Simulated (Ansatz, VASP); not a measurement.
**Two plane-wave programs on MgBeI4**

```
Mg Be I
1.0
     4.06632    0.00000    0.00000
     0.00000    4.06632    0.00000
     0.00000    0.00000   28.02561
Mg Be I
2 2 8
Direct
  0.50000 0.50000 0.00000
  0.50000 0.50000 0.50000
  0.00000 0.00000 0.75000
  0.00000 0.00000 0.25000
  0.50000 0.00000 0.19962
  0.50000 0.00000 0.56936
  0.00000 0.50000 0.93064
  0.00000 0.50000 0.30038
  0.50000 0.00000 0.80038
  0.50000 0.00000 0.43064
  0.00000 0.50000 0.06936
  0.00000 0.50000 0.69962
```

Alike in both runs: functional PBE; k mesh 4 × 4 × 2; occupations gaussian, width 0.1 eV; no spin polarisation.

Ansatz relaxed the structure, and its values are those at the end. VASP's run is a single point on that final structure, the one shown.

|  | VASP | Ansatz |
| --- | --- | --- |
| version | VASP 6.6.1 | Ansatz 0.2.0 |
| potentials or method | VASP PAW PBE potentials, release 64 (Mg, Be, I), cutoff 520 eV | scalar-relativistic, plane waves, PAW |
| valence electrons in the cell | 64 | 160 |

|  | VASP | Ansatz | Ansatz less VASP |
| --- | --- | --- | --- |
| gap on the k mesh at the Fermi level (eV) | 2.09 | 2.09 | +0.005 |
| least direct gap on the mesh (eV) | 2.27 | 2.27 | +0.004 |
| pressure (GPa) | 0.1 | 0.1 | 0.00 |
| rms of the force components (eV/Å) | 0.004 | 0.001 | -0.0029 |

VASP's potentials hold 64 valence electrons a cell and Ansatz's 160, so a difference there can come from the potentials and not from the codes.

Spin-orbit coupling is off throughout.
